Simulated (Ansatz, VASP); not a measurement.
**C in VASP and in Ansatz**

The input INCAR:

```
SYSTEM = C
ALGO     = Normal         ! electronic algorithm
EDIFF    = 1E-6           ! SCF threshold, eV
ENCUT    = 520            ! plane-wave cutoff, eV
ISIF     = 2              ! what is computed and relaxed
ISMEAR   = -1             ! smearing method
LASPH    = .True.         ! aspherical terms in the spheres
LCHARG   = .False.        ! write CHGCAR
LREAL    = .False.        ! projectors in reciprocal space
LWAVE    = .False.        ! write WAVECAR
NBANDS   = 11             ! bands
NELM     = 100            ! most SCF steps
PREC     = Accurate       ! precision mode
SIGMA    = 0.05           ! smearing width, eV
```

The input KPOINTS:

```
k-points
0
Gamma
  13 13 8
  0 0 0
```

The input POSCAR:

```
C
1.0
    2.1130425595     -1.2200386853      0.0000000000
    2.1130425595      1.2200386853      0.0000000000
   -1.3698138511      0.0000000000      3.4793204435
C
2
Direct
    0.1666444700      0.1666444700      0.9999069600
    0.8333555300      0.8333555300      0.0000930400
```

input.yaml

```yaml
crystal:
  lattice:
    - [2.1130425595, -1.2200386853, 0.0]
    - [2.1130425595, 1.2200386853, 0.0]
    - [-1.3698138511, 0.0, 3.4793204435]
  atoms:
    - { symbol: C, position: [0.16664447, 0.16664447, 0.99990696] }
    - { symbol: C, position: [0.83335553, 0.83335553, 9.304e-05] }
hamiltonian:
  xc: lda
  pseudopotentials: { kind: paw }
kpoints:
  mp_grid: { grid: [13, 13, 8] }
scf:
  occupations: { method: fermi_dirac, width: 0.05 }
output:
  forces: true
  stress: true
  eigenvalues: true
  write_density: true
  write_potential: true
  elf: true
  volumetric_format: npy
```

Alike in both runs: task single point; functional LDA; k mesh 13 × 13 × 8; occupations fermi-dirac, width 0.05 eV; no spin polarisation.

|  | VASP | Ansatz |
| --- | --- | --- |
| version | VASP 6.6.1 | Ansatz 0.2.0 |
| potentials or method | VASP PAW LDA potentials, release 64 (C) | Ansatz PAW |
| plane-wave cutoff (eV) | 520 | 420 |
| valence electrons in the cell | 8 | 8 |

|  | VASP | Ansatz | Ansatz less VASP |
| --- | --- | --- | --- |
| gap on the k mesh at the Fermi level (eV) | 0.91 | 0.91 | +0.002 |
| least direct gap on the mesh (eV) | 0.92 | 0.92 | +0.002 |
| pressure (GPa) | 2.2 | 1.4 | -0.77 |
| traceless stress, the component that is largest in VASP (GPa) | -3.20 | -2.28 | +0.915 |

LDA's correlation is that of Perdew and Zunger in VASP and of Perdew and Wang (1992) in Ansatz.

Noted on Ansatz's run: odd divisions of the mesh miss points on the zone boundary, where band edges often lie, so the gap on the mesh can be too wide.
